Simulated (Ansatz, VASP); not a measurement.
## Ca3H2Pt in VASP and in Ansatz

```
CELL_PARAMETERS angstrom
7.46877 0.00000 0.00000
-3.73438 6.46814 0.00000
0.00000 0.00000 6.82428
ATOMIC_POSITIONS crystal
Ca 0.17574 0.35148 0.75000
Ca 0.64852 0.82426 0.75000
Ca 0.17574 0.82426 0.75000
Ca 0.82426 0.64852 0.25000
Ca 0.35148 0.17574 0.25000
Ca 0.82426 0.17574 0.25000
H 0.66667 0.33333 0.07982
H 0.33333 0.66667 0.92018
H 0.33333 0.66667 0.57982
H 0.66667 0.33333 0.42018
Pt 0.00000 0.00000 0.00000
Pt 0.00000 0.00000 0.50000
```

Change from the starting cell: species swapped into the Zr2V3Ru type (P6_3/mmc, No. 194).

Alike in both runs: functional PBE; k mesh 3 × 3 × 4; occupations gaussian, width 0.1 eV; no spin polarisation.

Ansatz relaxed the structure, and its values are those at the end. VASP's run is a single point on that final structure, the one shown.

|  | VASP | Ansatz |
| --- | --- | --- |
| version | VASP 6.6.1 | Ansatz 0.2.0 |
| potentials or method | VASP PAW PBE potentials, release 64 (Ca_sv, H, Pt), cutoff 520 eV | scalar-relativistic, plane waves, PAW |
| valence electrons in the cell | 84 | 100 |

```csv
,VASP,Ansatz,Ansatz less VASP
gap on the k mesh at the Fermi level (eV),none,none,-
pressure (GPa),0.1,0.0,-0.05
rms of the force components (eV/Å),0.008,0.006,-0.0012
```

A gap of «none» marks a metal or a gap that the smearing closes. The functional is the same, so the differences come from potentials, cutoffs and numerics. VASP's potentials hold 84 valence electrons a cell and Ansatz's 100, so a difference there can come from the potentials and not from the codes.

Neither program's run includes spin-orbit coupling.
